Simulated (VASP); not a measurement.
Crystal: Co.

```xyz
2
Lattice="2.8083 0.0000 0.0000 0.0000 2.8083 0.0000 0.0000 0.0000 2.8083" Properties=species:S:1:pos:R:3 pbc="T T T"
Co    0.0000    0.0000    0.0000
Co    1.4041    1.4041    1.4041
```

| Property | Result |
| --- | --- |
| Program | VASP 6.6.1 |
| Task | relaxation of cell and atoms |
| Functional | r2SCAN |
| Potentials or basis | VASP PAW PBE potentials, release 64 (Co) |
| Cutoff | 600 eV |
| k mesh | 11 × 11 × 11 |
| Occupations | fermi-dirac, width 0.05 eV |
| Spin | collinear spin, antiferromagnetic start |
| Starting moments | [1.7, -1.7] μB |

At the start: pressure -7.4 GPa; volume 11.07 Å³/atom.

**Question.** Where does the relaxation end?

**Answer.** Over 5 steps the energy falls by 14.0 meV/atom and the volume is 10.54 Å³/atom (-4.8 %); space group Im-3m (No. 229, to 0.05 Å); moment 0.00 μB per cell.

The path:
```csv
step,energy change (eV),largest force (eV/Å),pressure (GPa),volume (Å³)
1,0.0000,0.0000,-7.42,22.15
2,-0.0198,0.0000,5.23,20.54
3,-0.0280,0.0000,0.22,21.06
4,-0.0280,0.0000,-0.23,21.09
5,-0.0280,0.0000,0.09,21.09
```

Final structure:
```yaml
crystal:
  lattice:
    - [2.76268, 0.00000, 0.00000]
    - [0.00000, 2.76268, 0.00000]
    - [0.00000, 0.00000, 2.76268]
  atoms:
    - { symbol: Co, position: [0.00000, 0.00000, 0.00000] }
    - { symbol: Co, position: [0.50000, 0.50000, 0.50000] }
```

Caveat: the PAW data sets were made with another functional, which shifts forces and pressure a little.
